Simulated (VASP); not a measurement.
Cu: single point with HSE06

Cu:

```
Cu
1.0
     2.40675    0.00000    0.00000
     0.00000    2.40675    0.00000
     0.00000    0.00000    2.40675
Cu
1
Direct
  0.00000 0.00000 0.00000
```

```
Program                            : VASP 6.6.1
Task                               : single point
Functional                         : HSE06
Potentials or basis                : VASP PAW PBE potentials, release 64 (Cu)
Cutoff                             : 520 eV
k mesh                             : 7 × 7 × 7
Occupations                        : fermi-dirac, width 0.1 eV
Spin                               : no spin polarisation
Dipole correction                  : no
Grid for exact exchange (PRECFOCK) : Normal
Further INCAR settings             : ALGO = Normal; EDIFF = 1e-06; NBANDS = 12
Screening parameter                : 0.2079 1/Å
```

| Property | Result |
| --- | --- |
| Pressure | -0.6 GPa |

Levels at points of the mesh, in eV from the Fermi level:
```tsv
k point	band 2	band 3	band 4	band 5	band 6	band 7	band 8	band 9	band 10	band 11
(0.00, 0.00, 0.00)	-5.15	-5.15	-2.64	-2.64	-2.64	18.92	18.92	18.92	22.46	22.46
```

Wall time 4.9 min on 1 thread of Intel(R) Xeon(R) Platinum 8488C (Sapphire Rapids) (shared host), peak memory 0.21 GiB.

Caveat: the k points lie up to 0.37 Å⁻¹ apart; the PAW data sets were made with another functional, which shifts forces and pressure a little.
